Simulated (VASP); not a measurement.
ZnSe:

```
Zn Se
1.0
     3.58170    0.00000    0.00000
     0.00000    3.58170    0.00000
     0.00000    0.00000    3.58170
Zn Se
1 1
Direct
  0.50000 0.50000 0.50000
  0.00000 0.00000 0.00000
```

| Quantity | Value |
| --- | --- |
| Program | VASP 6.6.1 |
| Task | relaxation of cell and atoms |
| Functional | PBE |
| Potentials or basis | VASP PAW PBE potentials, release 64 (Zn, Se) |
| Cutoff | 500 eV |
| k mesh | 5 × 5 × 5 |
| Occupations | methfessel-paxton, width 0.05 eV |
| Spin | no spin polarisation |

At the start: pressure -8.3 GPa; volume 22.97 Å³/atom.

How do energy, volume and symmetry change on relaxing?

Over 5 steps the energy falls by 140.3 meV/atom and the volume is 18.60 Å³/atom (-19.1 %); space group Pm-3m (No. 221, to 0.05 Å).

Step by step:
```csv
step,energy change (eV),largest force (eV/Å),pressure (GPa),volume (Å³)
1,0.0000,0.0000,-8.33,45.95
2,-0.2722,0.0000,-2.04,38.45
3,-0.2806,0.0000,-0.13,37.25
4,-0.2806,0.0000,0.16,37.09
5,-0.2806,0.0000,-0.02,37.19
```

Final structure:
```
CELL_PARAMETERS angstrom
3.33801 0.00000 0.00000
0.00000 3.33801 0.00000
0.00000 0.00000 3.33801
ATOMIC_POSITIONS crystal
Zn 0.50000 0.50000 0.50000
Se 0.00000 0.00000 0.00000
```

Caveat: the volume moved by over 15 % at a fixed basis, so the end points are rough.
